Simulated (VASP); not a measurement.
## Si2Ni: single point with PBEsol

Si2Ni:

```
Ni Si
1.0
     0.00000    2.66647    2.66647
     2.66647    0.00000    2.66647
     2.66647    2.66647    0.00000
Ni Si
1 2
Direct
  0.00000 0.00000 0.00000
  0.75000 0.75000 0.75000
  0.25000 0.25000 0.25000
```

This cell differs from its parent crystal: volume scaled by 0.96.

```json
{"Program": "VASP 6.6.1", "Task": "single point", "Functional": "PBEsol", "Potentials or basis": "VASP PAW PBE potentials, release 64 (Ni, Si)", "Cutoff": "520 eV", "k mesh": "9 × 9 × 9", "Occupations": "fermi-dirac, width 0.05 eV", "Spin": "collinear spin, ferromagnetic start", "Starting moments": "[1.0, 0.0, 0.0] μB"}
```

```yaml
Pressure: 5.9 GPa
Band_gap_on_the_k_mesh: zero (filled and empty bands overlap)
Net_moment: 0.00 μB per cell
Valence_electrons_inside_the_program's_atomic_spheres: Ni 9.94; Si 1.61
```

Levels at points of the mesh, in eV from the Fermi level:
Spin up:
| k point | band 7 | band 8 | band 9 | band 10 | band 11 | band 12 |
| --- | --- | --- | --- | --- | --- | --- |
| (0.00, 0.00, 0.00) | 0.02 | 1.73 | 1.73 | 1.73 | 2.14 | 2.14 |
Spin down:
| k point | band 7 | band 8 | band 9 | band 10 | band 11 | band 12 |
| --- | --- | --- | --- | --- | --- | --- |
| (0.00, 0.00, 0.00) | 0.02 | 1.73 | 1.73 | 1.73 | 2.14 | 2.14 |

Run time: 26 s on 1 thread of Intel(R) Xeon(R) 6975P-C (Granite Rapids) (shared host), peak memory 0.19 GiB.

Caveat: the PAW data sets were made with another functional, which shifts forces and pressure a little.
